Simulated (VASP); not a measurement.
# Li2ZnO2 (P-3m1) in VASP: single point with r2SCAN

Aim: the single point of Li2ZnO2 with r2SCAN.

Program: VASP 6.6.1. These are calculated values, not measurements. Logs are shortened: lines on timing, memory, paths and dates and some standing lists are left out, and cuts for length are marked.

## (1) The cell of the first run

It takes space group P-3m1 (No. 164, trigonal). The conventional cell has a = 3.160 Å, b = 3.160 Å, c = 5.178 Å, α = 90.00°, β = 90.00°, γ = 120.00°. Li (site symmetry 3m) has 4 O at 1.93 to 2.07 Å and 3 Li at 2.33 Å within 2.6 Å. Within 2.9 Å of Zn (site symmetry -3m) lie 6 O at 2.21 Å and 6 Li at 2.61 Å. Within 2.6 Å of O (site symmetry 3m) lie 4 Li at 1.93 to 2.07 Å and 3 Zn at 2.21 Å.

## (2) Single point, r2SCAN

POSCAR

```
Li2ZnO2
1.0
    3.1597202814      0.0000000000      0.0000000000
   -1.5798601407      2.7363980325      0.0000000000
    0.0000000000      0.0000000000      5.1779434802
Li Zn O
2 1 2
Direct
    0.6666666667      0.3333333333      0.6404971228
    0.3333333333      0.6666666667      0.3595028772
    0.0000000000      0.0000000000      0.0000000000
    0.6666666667      0.3333333333      0.2406659449
    0.3333333333      0.6666666667      0.7593340551
```

INCAR.step1

```
PREC = Accurate
ENCUT = 520
ISMEAR = 0
SIGMA = 0.02
LREAL = F
LASPH = T
NELM = 100
NBANDS = 23
GGA = PE
ALGO = Normal
EDIFF = 1E-4
LWAVE = T
LCHARG = F
```

INCAR.step2

```
PREC = Accurate
ENCUT = 520
EDIFF = 1E-6
ISMEAR = 0
SIGMA = 0.02
LREAL = F
LASPH = T
NELM = 100
ALGO = Normal
ISIF = 2
LWAVE = F
LCHARG = F
METAGGA = R2SCAN
LMIXTAU = T
NBANDS = 23
ISTART = 1
```

KPOINTS

```
Automatic mesh
0
Gamma
  12 12 6
```

Potentials or basis: VASP PAW PBE potentials, release 64 (Li_sv, Zn, O).

Command:

```bash
cat potpaw_PBE.64/Li_sv/POTCAR potpaw_PBE.64/Zn/POTCAR potpaw_PBE.64/O/POTCAR > POTCAR
cp INCAR.step1 INCAR
mpirun -np 1 vasp_std > vasp.out
cp INCAR.step2 INCAR
mpirun -np 1 vasp_std > vasp.out
```

OUTCAR:

```text
PREC = Accurate
   ENCUT = 520
   EDIFF = 1E-6
   ISMEAR = 0
   LREAL = F
   LASPH = T
   NELM = 100
   ISIF = 2
   METAGGA = R2SCAN
   ISTART = 1

 ion  position               nearest neighbor table
   1  0.667  0.333  0.640-   5 1.93   5 1.93   5 1.93   4 2.07   2 2.33   2 2.33   2 2.33   3 2.61
                             3 2.61   3 2.61
   2  0.333  0.667  0.360-   4 1.93   4 1.93   4 1.93   5 2.07   1 2.33   1 2.33   1 2.33   3 2.61
                             3 2.61   3 2.61
   3  0.000  0.000  0.000-   4 2.21   5 2.21   5 2.21   4 2.21   4 2.21   5 2.21   1 2.61   2 2.61
                             2 2.61   1 2.61   2 2.61   1 2.61
   4  0.667  0.333  0.241-   2 1.93   2 1.93   2 1.93   1 2.07   3 2.21   3 2.21   3 2.21
   5  0.333  0.667  0.759-   1 1.93   1 1.93   1 1.93   2 2.07   3 2.21   3 2.21   3 2.21

  LATTYP: Found a hexagonal cell.
 ALAT       =     3.1597202814
 C/A-ratio  =     1.6387347673

  Lattice vectors:

 A1 = (   3.1597202814,   0.0000000000,   0.0000000000)
 A2 = (  -1.5798601407,   2.7363980325,   0.0000000000)
 A3 = (   0.0000000000,   0.0000000000,   5.1779434802)

Analysis of symmetry for initial positions (statically):
=====================================================================
 Subroutine PRICEL returns:
 Original cell was already a primitive cell.

 Routine SETGRP: Setting up the symmetry group for a
 hexagonal supercell.

 Subroutine GETGRP returns: Found 12 space group operations
 (whereof 12 operations were pure point group operations)
 out of a pool of 24 trial point group operations.

The static configuration has the point symmetry D_3d.

Analysis of symmetry for dynamics (positions and initial velocities):
=====================================================================
 Subroutine PRICEL returns:
 Original cell was already a primitive cell.

 Routine SETGRP: Setting up the symmetry group for a
 hexagonal supercell.

 Subroutine GETGRP returns: Found 12 space group operations
 (whereof 12 operations were pure point group operations)
 out of a pool of 24 trial point group operations.

The dynamic configuration has the point symmetry D_3d.

 Subroutine INISYM returns: Found 12 space group operations
 (whereof 12 operations are pure point group operations),
 and found     1 'primitive' translations

----------------------------------------------------------------------------------------

                                     Primitive cell

  volume of cell :      44.7698

  direct lattice vectors                    reciprocal lattice vectors
     3.159720281  0.000000000  0.000000000     0.316483711  0.182721956  0.000000000
    -1.579860141  2.736398032  0.000000000     0.000000000  0.365443911  0.000000000
     0.000000000  0.000000000  5.177943480     0.000000000  0.000000000  0.193126867

  length of vectors
     3.159720281  3.159720281  5.177943480     0.365443911  0.365443911  0.193126867

  position of ions in fractional coordinates (direct lattice)
     0.666666667  0.333333333  0.640497123
     0.333333333  0.666666667  0.359502877
     0.000000000  0.000000000  0.000000000
     0.666666667  0.333333333  0.240665945
     0.333333333  0.666666667  0.759334055

  ion indices of the primitive-cell ions
   primitive index   ion index
                 1           1
                 2           2
                 3           3
                 4           4
                 5           5

----------------------------------------------------------------------------------------

 KPOINTS: Automatic mesh

Automatic generation of k-mesh.
 Grid dimensions read from file:
 generate k-points for:   12   12    6

 Generating k-lattice:

  Cartesian coordinates                     Fractional coordinates (reciprocal lattice)
     0.026373643  0.015226830  0.000000000     0.083333333  0.000000000  0.000000000
     0.000000000  0.030453659  0.000000000     0.000000000  0.083333333  0.000000000
     0.000000000  0.000000000  0.032187811     0.000000000  0.000000000  0.166666667

  Length of vectors
     0.030453659  0.030453659  0.032187811

  Shift w.r.t. Gamma in fractional coordinates (k-lattice)
     0.000000000  0.000000000  0.000000000

 Subroutine IBZKPT returns following result:
 ===========================================

 Found    100 irreducible k-points:

 Following reciprocal coordinates:
            Coordinates               Weight
  0.000000  0.000000  0.000000      1.000000
  0.083333 -0.000000  0.000000      6.000000
  0.166667 -0.000000  0.000000      6.000000
  0.250000 -0.000000  0.000000      6.000000
  0.333333 -0.000000  0.000000      6.000000
  0.416667  0.000000  0.000000      6.000000
[... 16 lines left out ...]
  0.166667 -0.000000  0.166667      6.000000
  0.000000  0.166667  0.166667      6.000000
 [... further k-points ...]
   k-points           NKPTS =    100   k-points in BZ     NKDIM =    100   number of bands    NBANDS=     23
   number of dos      NEDOS =    301   number of ions     NIONS =      5
   total plane-waves  NPLWV =  23040
   dimension x,y,z NGX =    24 NGY =   24 NGZ =   40
   dimension x,y,z NGXF=    48 NGYF=   48 NGZF=   80
   ions per type =               2   1   2
   NGX,Y,Z   is equivalent  to a cutoff of  12.63, 12.63, 12.84 a.u.
   NGXF,Y,Z  is equivalent  to a cutoff of  25.25, 25.25, 25.69 a.u.
 SYSTEM =  unknown system
   PREC   = accura    normal or accurate (medium, high low for compatibility)
   ISTART =      1    job   : 0-new  1-cont  2-samecut
   ICHARG =      0    charge: 1-file 2-atom 10-const
   ISPIN  =      1    spin polarized calculation?
   LNONCOLLINEAR =      F non collinear calculations
   LSORBIT =      F    spin-orbit coupling
   LASPH  =      T    aspherical Exc in radial PAW
   ENCUT  =  520.0 eV  38.22 Ry    6.18 a.u.   5.87  5.87  9.63*2*pi/ulx,y,z
   NELM   =    100;   NELMIN=  2; NELMDL=  0     # of ELM steps
   EDIFF  = 0.1E-05   stopping-criterion for ELM
   LREAL  =      F    real-space projection
   EDIFFG = 0.1E-04   stopping-criterion for IOM
   NSW    =      0    number of steps for IOM
   IBRION =     -1    ionic relax: 0-MD 1-quasi-New 2-CG
   NFREE  =      0    steps in history (QN), initial steepest desc. (CG)
   ISIF   =      2    stress and relaxation
   ISYM   =      2    0-nonsym 1-usesym 2-fastsym
   POTIM  = 0.5000    time-step for ionic-motion
   TEBEG  =    0.0;   TEEND  =   0.0 temperature during run
   PSTRESS=    0.0 pullay stress
   NELECT =      30.0000    total number of electrons
   NUPDOWN=      -1.0000    fix difference up-down
   EMIN   =  10.00;   EMAX   =-10.00  energy-range for DOS
   EFERMI =   0.00;   METHOD = LEGACY
   ISMEAR =     0;   SIGMA  =   0.02  broadening in eV -4-tet -1-fermi 0-gaus
   EFERMI_NEDOS =   21; number of points for ismear=-14 and -15
   IALGO  =     38    algorithm
   IMIX   =      4    mixing-type and parameters
     AMIX     =   0.40;   BMIX     =  1.00
     AMIX_MAG =   1.60;   BMIX_MAG =  1.00
  volume/ion in A,a.u.               =       8.95        60.42
  Fermi-wavevector in a.u.,A,eV,Ry     =   1.432584  2.707192 27.923205  2.052298
  Thomas-Fermi vector in A             =   2.552196
   LORBIT       =      0    0 simple, 1 ext, 2 COOP (PROOUT), +10 PAW based schemes
   METAGGA = R2SCAN    functional components
   LHFCALC =     F    Hartree Fock is set to
   AEXX    =    0.0000 exact exchange contribution
   IVDW    =     0    specifies the selected vdW correction
   LEPSILON=     F    determine dielectric tensor
   LRPA    =     F    only Hartree local field effects (RPA)
 non-spin polarized calculation
 Gauss-broadening in eV      SIGMA  =   0.02
  energy-cutoff  :      520.00
  volume of cell :       44.77
 maximum number of plane-waves:      1224
   NGX = 11   NGY = 11   NGZ = 19

 number of electron      29.9999983 magnetization

 Free energy of the ion-electron system (eV)
  ---------------------------------------------------
  ext. energy  EPLUGINS =         0.00000000
  ---------------------------------------------------
  free energy    TOTEN  =       -34.78867946 eV

  energy without entropy =      -34.78867946  energy(sigma->0) =      -34.78867946

 E-fermi :   1.4649     XC(G=0): -11.4710

 val. band max:        1.3509147369   @ k =   0.0000   0.0000   0.5000
 cond. band min:       4.9313372002   @ k =   0.0000   0.0000   0.0000
 fundamental gap:      3.5804224633
 Fermi energy:         1.4649109982

 k-point     1 :       0.0000    0.0000    0.0000
  band No.  band energies     occupation
      1     -43.0770      2.00000
      2     -42.9293      2.00000
      3     -16.2906      2.00000
      4     -15.5795      2.00000
      5      -4.0231      2.00000
      6      -3.4787      2.00000
[... 15 lines left out ...]
     22      17.1897      0.00000
     23      17.4171      0.00000

 k-point     2 :       0.0833   -0.0000    0.0000
  band No.  band energies     occupation
      1     -43.0738      2.00000
      2     -42.9306      2.00000
      3     -16.2558      2.00000
      4     -15.5727      2.00000
      5      -3.9610      2.00000
      6      -3.4806      2.00000
[... 15 lines left out ...]
     22      17.1942      0.00000
     23      17.5500      0.00000

 k-point     3 :       0.1667   -0.0000    0.0000
  band No.  band energies     occupation
      1     -43.0645      2.00000
      2     -42.9344      2.00000
      3     -16.1582      2.00000
      4     -15.5549      2.00000
      5      -3.7913      2.00000
      6      -3.4763      2.00000
[... 15 lines left out ...]
     22      16.6457      0.00000
     23      16.8956      0.00000
[... 495 lines left out ...]
 k-point    23 :       0.1667   -0.0000    0.1667
  band No.  band energies     occupation
      1     -43.0644      2.00000
      2     -42.9344      2.00000
      3     -16.1432      2.00000
      4     -15.5760      2.00000
      5      -3.7410      2.00000
      6      -3.4574      2.00000
[... 15 lines left out ...]
     22      16.6744      0.00000
     23      17.6473      0.00000

 k-point    24 :       0.0000    0.1667    0.1667
  band No.  band energies     occupation
      1     -43.0644      2.00000
      2     -42.9344      2.00000
      3     -16.1431      2.00000
      4     -15.5763      2.00000
      5      -3.7178      2.00000
      6      -3.4942      2.00000
[... 15 lines left out ...]
     22      16.4748      0.00000
     23      17.1713      0.00000

 [... further k-points ...]
[... 5 lines left out ...]
  --------------------------------------------------------------------------------------
  -------------------------------------------------------------------------------------
  Total       -1.3699846     -1.3699846     -1.2993417     -0.0000000      0.0000000      0.0000000
  in kB      -49.0276484    -49.0276484    -46.4995507     -0.0000000      0.0000000      0.0000000
  external PRESSURE =     -48.1849491 kB  Pullay stress =       0.0000000 kB

 VOLUME and BASIS-vectors are now :
 -----------------------------------------------------------------------------
  energy-cutoff  :      520.00
  volume of cell :       44.77
      direct lattice vectors                 reciprocal lattice vectors
     3.159720281  0.000000000  0.000000000     0.316483711  0.182721956  0.000000000
    -1.579860141  2.736398032  0.000000000     0.000000000  0.365443911  0.000000000
     0.000000000  0.000000000  5.177943480     0.000000000  0.000000000  0.193126867

 POSITION                                       TOTAL-FORCE (eV/Angst)
 -----------------------------------------------------------------------------------
      1.57986      0.91213      3.31646         0.000000     -0.000000     -0.010027
     -0.00000      1.82427      1.86149        -0.000000      0.000000      0.010027
      0.00000      0.00000      0.00000        -0.000000      0.000000      0.000000
      1.57986      0.91213      1.24615        -0.000000      0.000000     -0.153592
     -0.00000      1.82427      3.93179         0.000000      0.000000      0.153592
 -----------------------------------------------------------------------------------
    total drift:                               -0.000000      0.000000     -0.000000

  FREE ENERGIE OF THE ION-ELECTRON SYSTEM (eV)
  ---------------------------------------------------
  free  energy   TOTEN  =       -34.7886794606 eV

  energy  without entropy=      -34.7886794606  energy(sigma->0) =      -34.78867946
```

Run time: 4.5 min. Hardware: 1 thread of Oxide Virtual Turin-like, shared host; peak memory 0.2 GiB.

Results:

| Item | Value |
| --- | --- |
| Free energy | -34.7887 eV |
| Largest force | 0.154 eV/Å |
| Band gap on the k mesh | 3.58 eV, indirect (least direct gap 3.78 eV) |

Forces in eV/Å, atoms in the order of the input:
```
Li   0.000  0.000 -0.010
Li   0.000  0.000  0.010
Zn   0.000  0.000  0.000
O    0.000  0.000 -0.154
O    0.000  0.000  0.154
```

Caveat: the cutoff is under 1.25 times the usual one of these potentials, so pressure, stress and relaxed cells hold a basis-set (Pulay) error; the PAW data sets were made with another functional, which shifts forces and pressure a little.
